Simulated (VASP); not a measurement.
Input of a VASP 6.6.1 run:

The input INCAR:

```
  PREC = Accurate
  ENCUT = 520
  EDIFF = 1E-7
  ISMEAR = 0
  SIGMA = 0.15
  LREAL = F
  LASPH = T
  NELM = 100
  ALGO = Normal
  ISIF = 2
  LWAVE = F
  LCHARG = F
  NBANDS = 15
```

Contents of KPOINTS:

```
regular mesh
0
Gamma
  18 18 16
```

POSCAR

```
TaN
1.0
    2.9379988584      0.0000000000      0.0000000000
   -1.4689994292      2.5443816477      0.0000000000
    0.0000000000      0.0000000000      2.8830000000
Ta N
1 1
Direct
    0.3333333333      0.6666666667      0.5000000000
    0.0000000000      0.0000000000      0.0780437045
```

Potentials or basis: VASP PAW LDA potentials, release 64 (Ta_pv, N).

The run is started by

```console
$ cat potpaw_LDA.64/Ta_pv/POTCAR potpaw_LDA.64/N/POTCAR > POTCAR
$ mpirun -np 1 vasp_std > vasp.out
```

**Question.** Predict the largest force.

**Answer.** 3.341 eV/Å.

**Question.** What does it give for the pressure?

**Answer.** 0.8 GPa.

**Question.** Estimate the band gap on the k mesh.

**Answer.** Zero (band 8 reaches 8.60 eV, above the bottom of band 9 at 8.18 eV).

Forces on the atoms (eV/Å):
```
Ta   0.000  0.000  3.341
N    0.000  0.000 -3.341
```

Caveat: the cell differs from its parent crystal (all N atoms moved +0.225 Å, as atom 2 along Cartesian [0 0 1]); spin-orbit coupling is left out, which moves the levels of the heavy elements; forces of over 1 eV/Å act on the atoms, so gaps and moduli don't describe the material at rest.
